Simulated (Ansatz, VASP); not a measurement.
## Au: VASP beside Ansatz

INCAR

```
ALGO     = Fast           # electronic algorithm
EDIFF    = 1E-6           # SCF threshold, eV
ENCUT    = 520            # plane-wave cutoff, eV
GGA      = PS             # functional
ISIF     = 2              # what is computed and relaxed
ISMEAR   = 0              # smearing method
LASPH    = True           # aspherical terms in the spheres
LCHARG   = False          # write CHGCAR
LREAL    = False          # projectors in reciprocal space
LWAVE    = False          # write WAVECAR
NBANDS   = 12             # bands
NELM     = 100            # most SCF steps
PREC     = Accurate       # precision mode
SIGMA    = 0.15           # smearing width, eV
```

File KPOINTS:

```
k-points
0
Gamma
  20 20 20
```

POSCAR

```
Au
1.0
   -1.6158372750      1.6158372750      1.5744055500
    1.6158372750     -1.6158372750      1.5744055500
    1.6158372750      1.6158372750     -1.5744055500
Au
1
Direct
    0.0000000000      0.0000000000      0.0000000000
```

Input for Ansatz:

```yaml
crystal:
  lattice:
    - [-1.615837275, 1.615837275, 1.57440555]
    - [1.615837275, -1.615837275, 1.57440555]
    - [1.615837275, 1.615837275, -1.57440555]
  atoms:
    - { symbol: Au, position: [0.0, 0.0, 0.0] }
basis:
  ecutwfc: 420
kpoints:
  mp_grid: { grid: [20, 20, 20] }
hamiltonian:
  xc: pbesol
scf:
  occupations: { method: gaussian, width: 0.15 }
output:
  forces: true
  stress: true
  eigenvalues: true
```

Change from the starting cell: strain -0.025 along x and y, -0.050 along z, atoms carried along.

Alike in both runs: task single point; functional PBEsol; k mesh 20 × 20 × 20; occupations gaussian, width 0.15 eV; no spin polarisation.

```csv
,VASP,Ansatz
version,VASP 6.6.1,Ansatz 0.2.0
potentials or method,"VASP PAW PBE potentials, release 64 (Au), cutoff 520 eV","scalar-relativistic, plane waves, PAW"
valence electrons in the cell,11,19
```

Ansatz gave:

| Item | Value |
| --- | --- |
| gap on the k mesh at the Fermi level (eV) | none |
| pressure (GPa) | 7.0 |
| traceless stress, the component that is largest in VASP (GPa) | -0.07 |

**Question.** Estimate VASP's values.

**Answer.** gap on the k mesh at the Fermi level (eV): none; pressure (GPa): 6.7; traceless stress, the component that is largest in VASP (GPa): -0.07.

VASP's potentials were made for PBE, not for PBEsol. A gap of «none» marks a metal or a gap that the smearing closes. VASP's potentials hold 11 valence electrons a cell and Ansatz's 19, so a difference there can come from the potentials and not from the codes.

Neither program's run includes spin-orbit coupling.
